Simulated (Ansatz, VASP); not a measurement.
In2Au: VASP beside Ansatz

INCAR

```
PREC = Accurate ; ENCUT = 520
EDIFF = 1E-7 ; ISMEAR = -1
SIGMA = 0.05 ; LREAL = F
LASPH = T ; NELM = 80
ALGO = Normal ; ISIF = 2
LWAVE = F ; LCHARG = T
GGA = CA ; LELF = T
LVHAR = T ; NBANDS = 26
```

KPOINTS

```
Automatic mesh
0
Gamma
  10 10 10
```

Contents of POSCAR:

```
In2Au
1.0
    0.0000000000      3.2510000000      3.2510000000
    3.2510000000      0.0000000000      3.2510000000
    3.2510000000      3.2510000000      0.0000000000
In Au
2 1
Direct
    0.2500000000      0.2500000000      0.2500000000
    0.7500000000      0.7500000000      0.7500000000
    0.0000000000      0.0000000000      0.0000000000
```

Input for Ansatz:

```yaml
crystal:
  lattice:
    - [0.0, 3.251, 3.251]
    - [3.251, 0.0, 3.251]
    - [3.251, 3.251, 0.0]
  atoms:
    - { symbol: In, position: [0.25, 0.25, 0.25] }
    - { symbol: In, position: [0.75, 0.75, 0.75] }
    - { symbol: Au, position: [0.0, 0.0, 0.0] }
kpoints:
  mp_grid: { grid: [10, 10, 10] }
  band_path:
    path:
      - [0.0, 0.0, 0.0]
      - [0.5, 0.0, 0.5]
      - [0.625, 0.25, 0.625]
      - [0.375, 0.375, 0.75]
      - [0.0, 0.0, 0.0]
      - [0.5, 0.5, 0.5]
      - [0.5, 0.25, 0.75]
      - [0.5, 0.0, 0.5]
    npoints: 14
scf:
  occupations: { method: fermi_dirac, width: 0.05 }
hamiltonian:
  xc: lda
  pseudopotentials: { kind: all_electron, lapw: { basis_error: 0.0005 } }
output:
  forces: true
  stress: true
  eigenvalues: true
  populations: true
  dos: { projected: true, de: 0.2, e_range: [-14, 8] }
```

Alike in both runs: task single point; functional LDA; k mesh 10 × 10 × 10; occupations fermi-dirac, width 0.05 eV; no spin polarisation.

|  | VASP | Ansatz |
| --- | --- | --- |
| version | VASP 6.6.1 | Ansatz 0.2.0 |
| potentials or method | VASP PAW LDA potentials, release 64 (In_d, Au), cutoff 520 eV | all-electron LAPW, scalar-relativistic |

```csv
,VASP,Ansatz,Ansatz less VASP
pressure (GPa),-1.2,-1.3,-0.09
```

LDA's correlation is that of Perdew and Zunger in VASP and of Perdew and Wang (1992) in Ansatz. Ansatz ran all-electron here, and VASP with PAW potentials.

Neither program's run includes spin-orbit coupling.
